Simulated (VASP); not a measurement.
Wanted: the native input for a VASP 6.6.1 run.

```yaml
Task: relaxation of cell and atoms
Functional: BLYP
Potentials_or_basis: VASP PAW PBE potentials, release 64 (Li_sv)
Cutoff: 600 eV
k_mesh: 13 × 13 × 13
Occupations: fermi-dirac, width 0.1 eV
Spin: no spin polarisation
Dipole_correction: no
Further_INCAR_settings: ALGO = Normal; EDIFF = 1e-06; IBRION = 2; EDIFFG = -0.01; NSW = 80; ISIF = 3
```

The structure of Li lies in POSCAR:

```
Li
1.0
   -1.7546500000      1.7546500000      1.7546500000
    1.7546500000     -1.7546500000      1.7546500000
    1.7546500000      1.7546500000     -1.7546500000
Li
1
Direct
    0.0000000000      0.0000000000      0.0000000000
```

These files were run (other wordings do the same):

INCAR

```
SYSTEM = Li
PREC = Accurate
ENCUT = 600
EDIFF = 1E-6
ISMEAR = -1
SIGMA = 0.1
LREAL = .False.
LASPH = .True.
NELM = 80
ALGO = Normal
ISIF = 3
LWAVE = .False.
LCHARG = .False.
GGA = B5
ALDAX = 1.0
AGGAX = 1.0
AGGAC = 1.0
ALDAC = 0.0
IBRION = 2
NSW = 80
EDIFFG = -0.01
```

KPOINTS

```
regular mesh
0
Gamma
  13 13 13
  0 0 0
```

Potentials or basis: VASP PAW PBE potentials, release 64 (Li_sv).

Launch:

```bash
$ cat potpaw_PBE.64/Li_sv/POTCAR > POTCAR
$ mpirun -np 1 vasp_std > vasp.out
```

Results of the run:

```
Relaxed volume                         : 19.99 Å³/atom
Relaxed cell                           : a = 2.961 Å, b = 2.961 Å, c = 2.961 Å, α = 109.47°, β = 109.47°, γ = 109.47°
Space group after relaxing (to 0.05 Å) : Im-3m (No. 229)
Energy gained by relaxing              : 5.5 meV/atom
Ionic steps                            : 3
Pressure after relaxing                : -0.1 GPa
```

Caveat: the cutoff is under 1.25 times the usual one of these potentials, so pressure, stress and relaxed cells hold a basis-set (Pulay) error; the PAW data sets were made with another functional, which shifts forces and pressure a little.

It took 18 s on 1 thread of AMD EPYC 9R14 (Zen 4) (shared host), peak memory 0.1 GiB.
